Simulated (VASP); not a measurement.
# CuO (P-1) in VASP: a series of runs

The runs below take CuO through single point, with PBEsol.

All numbers are computed with VASP 6.6.1; they aren't measurements. Logs are shortened: lines on timing, memory, paths and dates and some standing lists are left out, and cuts for length are marked.

**1. The cell of the first run**

The typed cell holds 4 atoms: a = 2.880 Å, b = 2.880 Å, c = 5.176 Å, α = 89.81°, β = 89.81°, γ = 89.22°.

**2. Single point, PBEsol**

Contents of INCAR:

```
SYSTEM = CuO
ALGO = Normal
EDIFF = 1E-7
ENCUT = 520
GGA = PS
ISIF = 2
ISMEAR = 0
LASPH = .TRUE.
LCHARG = .TRUE.
LELF = .TRUE.
LREAL = .FALSE.
LVHAR = .TRUE.
LWAVE = .FALSE.
NBANDS = 25
NELM = 60
PREC = Accurate
SIGMA = 0.1
```

Contents of KPOINTS:

```
k-points
0
G
  6 6 4
  0 0 0
```

Contents of POSCAR:

```
CuO
1.0
    2.8795009639      0.0000000000      0.0000000000
    0.0390727580      2.8792794796      0.0000000000
    0.0174953863      0.0172449008      5.1763391994
Cu O
2 2
Direct
    0.5000000000      0.0000000000      0.5000000000
    0.0000000000      0.5000000000      0.0000000000
    0.0015760300      0.9983282200      0.2501129000
    0.9984239700      0.0016717800      0.7498871000
```

Potentials or basis: VASP PAW PBE potentials, release 64 (Cu, O).

On the command line:

```sh
$ cat potpaw_PBE.64/Cu/POTCAR potpaw_PBE.64/O/POTCAR > POTCAR
$ mpirun -np 1 vasp_std > vasp.out
```

OUTCAR:

```text
SYSTEM = CuO
   EDIFF = 1E-7
   ENCUT = 520
   GGA = PS
   ISIF = 2
   ISMEAR = 0
   LASPH = .TRUE.
   LREAL = .FALSE.
   NELM = 60
   PREC = Accurate

 ion  position               nearest neighbor table
   1  0.500  0.000  0.500-   3 1.94   4 1.94   3 1.94   4 1.94
   2  0.000  0.500  0.000-   3 1.94   4 1.94   4 1.94   3 1.94
   3  0.002  0.998  0.250-   1 1.94   1 1.94   2 1.94   2 1.94
   4  0.998  0.002  0.750-   1 1.94   1 1.94   2 1.94   2 1.94

  LATTYP: Found a base centered monoclinic cell.
 ALAT       =    11.1169163425
 B/A-ratio  =     0.3638182808
 C/A-ratio  =     0.4656324948
 COS(beta)  =    -0.9295148209

  Lattice vectors:

 A1 = (   2.8620055776,  -0.0172449008,  -5.1763391994)
 A2 = (   0.0215773717,   2.8620345788,  -5.1763391994)
 A3 = (   0.0174953863,   0.0172449008,   5.1763391994)

Analysis of symmetry for initial positions (statically):
=====================================================================
 Subroutine PRICEL returns:
 Original cell was already a primitive cell.

 Routine SETGRP: Setting up the symmetry group for a
 base centered monoclinic supercell.

 Subroutine GETGRP returns: Found  2 space group operations
 (whereof  2 operations were pure point group operations)
 out of a pool of  4 trial point group operations.

The static configuration has the point symmetry S_2 .

Analysis of symmetry for dynamics (positions and initial velocities):
=====================================================================
 Subroutine PRICEL returns:
 Original cell was already a primitive cell.

 Routine SETGRP: Setting up the symmetry group for a
 base centered monoclinic supercell.

 Subroutine GETGRP returns: Found  2 space group operations
 (whereof  2 operations were pure point group operations)
 out of a pool of  4 trial point group operations.

The dynamic configuration has the point symmetry S_2 .

 Subroutine INISYM returns: Found  2 space group operations
 (whereof  2 operations are pure point group operations),
 and found     1 'primitive' translations

----------------------------------------------------------------------------------------

                                     Primitive cell

[... 84 lines left out ...]
 SYSTEM =  CuO
   PREC   = accura    normal or accurate (medium, high low for compatibility)
   ISTART =      0    job   : 0-new  1-cont  2-samecut
   ICHARG =      2    charge: 1-file 2-atom 10-const
   ISPIN  =      1    spin polarized calculation?
   LNONCOLLINEAR =      F non collinear calculations
   LSORBIT =      F    spin-orbit coupling
   LASPH  =      T    aspherical Exc in radial PAW
   ENCUT  =  520.0 eV  38.22 Ry    6.18 a.u.   5.35  5.35  9.62*2*pi/ulx,y,z
   NELM   =     60;   NELMIN=  2; NELMDL= -5     # of ELM steps
   EDIFF  = 0.1E-06   stopping-criterion for ELM
   LREAL  =      F    real-space projection
   EDIFFG = 0.1E-05   stopping-criterion for IOM
   NSW    =      0    number of steps for IOM
   IBRION =     -1    ionic relax: 0-MD 1-quasi-New 2-CG
   NFREE  =      0    steps in history (QN), initial steepest desc. (CG)
   ISIF   =      2    stress and relaxation
   ISYM   =      2    0-nonsym 1-usesym 2-fastsym
   POTIM  = 0.5000    time-step for ionic-motion
   TEBEG  =    0.0;   TEEND  =   0.0 temperature during run
   PSTRESS=    0.0 pullay stress
   NELECT =      34.0000    total number of electrons
   NUPDOWN=      -1.0000    fix difference up-down
   EMIN   =  10.00;   EMAX   =-10.00  energy-range for DOS
   EFERMI =   0.00;   METHOD = LEGACY
   ISMEAR =     0;   SIGMA  =   0.10  broadening in eV -4-tet -1-fermi 0-gaus
   EFERMI_NEDOS =   21; number of points for ismear=-14 and -15
   IALGO  =     38    algorithm
   IMIX   =      4    mixing-type and parameters
     AMIX     =   0.40;   BMIX     =  1.00
     AMIX_MAG =   1.60;   BMIX_MAG =  1.00
  volume/ion in A,a.u.               =      10.73        72.40
  Fermi-wavevector in a.u.,A,eV,Ry     =   1.514816  2.862587 31.220846  2.294667
  Thomas-Fermi vector in A             =   2.624423
   LORBIT       =      0    0 simple, 1 ext, 2 COOP (PROOUT), +10 PAW based schemes
   GGA     = PS    functional components
   LHFCALC =     F    Hartree Fock is set to
   AEXX    =    0.0000 exact exchange contribution
   IVDW    =     0    specifies the selected vdW correction
   LEPSILON=     F    determine dielectric tensor
   LRPA    =     F    only Hartree local field effects (RPA)
 non-spin polarized calculation
 Gauss-broadening in eV      SIGMA  =   0.10
  energy-cutoff  :      520.00
  volume of cell :       42.92
 maximum number of plane-waves:      1170
 NGX is ok and might be reduce to    24
   NGX = 11   NGY = 11   NGZ = 19

 number of electron      33.9999982 magnetization

 Free energy of the ion-electron system (eV)
  ---------------------------------------------------
  ext. energy  EPLUGINS =         0.00000000
  ---------------------------------------------------
  free energy    TOTEN  =       -21.48829934 eV

  energy without entropy =      -21.47940357  energy(sigma->0) =      -21.48385145

 E-fermi :   5.1158     XC(G=0): -11.7790

 val. band max:        5.1128428004   @ k =  -0.1667   0.3333   0.5000
 cond. band min:       5.1200660056   @ k =   0.3333   0.1667   0.5000
 fundamental gap:      0.0072232052
 Fermi energy:         5.1157890260

 k-point     1 :       0.0000    0.0000    0.0000
  band No.  band energies     occupation
      1     -14.8478      2.00000
      2     -13.5126      2.00000
      3      -3.3479      2.00000
      4      -0.4757      2.00000
      5      -0.4472      2.00000
      6       1.2129      2.00000
[... 661 lines left out ...]
     24      19.4822      0.00000
     25      20.5753      0.00000

 [... further k-points ...]
[... 5 lines left out ...]
  --------------------------------------------------------------------------------------
  -------------------------------------------------------------------------------------
  Total       -0.0749647     -0.0869101     -0.9322280     -0.0180652     -0.0009816     -0.0044862
  in kB       -2.7986167     -3.2445688    -34.8023797     -0.6744190     -0.0366465     -0.1674799
  external PRESSURE =     -13.6151884 kB  Pullay stress =       0.0000000 kB

 VOLUME and BASIS-vectors are now :
 -----------------------------------------------------------------------------
  energy-cutoff  :      520.00
  volume of cell :       42.92
      direct lattice vectors                 reciprocal lattice vectors
     2.879500964  0.000000000  0.000000000     0.347282398 -0.004712735 -0.001158071
     0.039072758  2.879279480  0.000000000     0.000000000  0.347309112 -0.001157055
     0.017495386  0.017244901  5.176339199     0.000000000  0.000000000  0.193186722

 POSITION                                       TOTAL-FORCE (eV/Angst)
 -----------------------------------------------------------------------------------
      1.44850      0.00862      2.58817         0.000000      0.000000      0.000000
      0.01954      1.43964      0.00000         0.000000     -0.000000      0.000000
      0.04792      2.87878      1.29467        -0.006014      0.007632     -0.009372
      2.88815      0.01775      3.88167         0.006014     -0.007632      0.009372
 -----------------------------------------------------------------------------------
    total drift:                                0.000000     -0.000000     -0.000000

  FREE ENERGIE OF THE ION-ELECTRON SYSTEM (eV)
  ---------------------------------------------------
  free  energy   TOTEN  =       -21.4882993432 eV

  energy  without entropy=      -21.4794035664  energy(sigma->0) =      -21.48385145
```

Wall time 60 s (1 thread of Intel Xeon Platinum 8488C (Sapphire Rapids), shared host); peak memory 0.2 GiB.

What came out:

- Free energy: -21.4883 eV
- Pressure: -1.4 GPa
- Largest force: 0.014 eV/Å
- Band gap on the k mesh: zero (bands 17 and 18 overlap by 1.15 eV)

Forces on the atoms (eV/Å):
```
Cu   0.000  0.000  0.000
Cu   0.000  0.000  0.000
O   -0.006  0.008 -0.009
O    0.006 -0.008  0.009
```

Stress tensor (GPa, compression positive):
```
-0.28 -0.07 -0.02
-0.07 -0.32  0.00
-0.02  0.00 -3.48
```

Caveat: the k points lie up to 0.36 Å⁻¹ apart, too coarse for converged energies and pressures of a metal; the PAW data sets were made with another functional, which shifts forces and pressure a little; semilocal functionals often make such compounds metallic where correlation or magnetic order opens a gap, which also shifts bond lengths.

(Part 1 of 2 ends here.)
